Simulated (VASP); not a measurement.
A run of VASP 6.6.1 is set up as follows.

POSCAR

```
N
1.0
    4.0840619700      0.0000000000      0.0000000000
    0.0000000000      4.0840619700      0.0000000000
    0.0000000000      0.0000000000      5.3459132500
N
4
Direct
    0.4042752000      0.5957248000      0.5000000000
    0.0957248000      0.0957248000      0.0000000000
    0.5957248000      0.4042752000      0.5000000000
    0.9042752000      0.9042752000      0.0000000000
```

The input INCAR.step1:

```
SYSTEM = N
ALGO = Normal
EDIFF = 1E-5
ENCUT = 1080
GGA = PE
GGA_COMPAT = .FALSE.
ISIF = 2
ISMEAR = -1
LASPH = .TRUE.
LCHARG = .FALSE.
LREAL = .FALSE.
LWAVE = .TRUE.
NBANDS = 18
NELM = 120
PREC = Accurate
SIGMA = 0.05
```

File INCAR.step2:

```
SYSTEM = N
AEXX = 0.15
ALGO = Normal
EDIFF = 1E-6
ENCUT = 1080
GGA_COMPAT = .FALSE.
ISIF = 2
ISMEAR = -1
ISTART = 1
LASPH = .TRUE.
LCHARG = .FALSE.
LHFCALC = .TRUE.
LMIXTAU = .TRUE.
LREAL = .FALSE.
LWAVE = .FALSE.
METAGGA = R2SCAN
NBANDS = 18
NELM = 120
PREC = Accurate
PRECFOCK = Normal
SIGMA = 0.05
```

The input KPOINTS:

```
k-points
0
G
  4 4 3
  0 0 0
```

Potentials or basis: VASP PAW PBE potentials, release 64 (N_h).

Launch:

```bash
$ cat potpaw_PBE.64/N_h/POTCAR > POTCAR
$ cp INCAR.step1 INCAR
$ mpirun -np 1 vasp_std > vasp.out
$ cp INCAR.step2 INCAR
$ mpirun -np 1 vasp_std > vasp.out
```

**Question.** Predict the largest force.

**Answer.** 2.750 eV/Å.

**Question.** What does it give for the pressure?

**Answer.** -3.6 GPa.

**Question.** What does it give for the band gap on the k mesh?

**Answer.** 9.33 eV (least direct gap 9.53 eV).

Forces on the atoms (eV/Å):
```
N    1.944 -1.944  0.000
N   -1.944 -1.944  0.000
N   -1.944  1.944  0.000
N    1.944  1.944  0.000
```

Caveat: the stress differs along the axes, from -5 to 0 GPa; the PAW data sets were made with another functional, which shifts forces and pressure a little. A k mesh can miss the band edges.
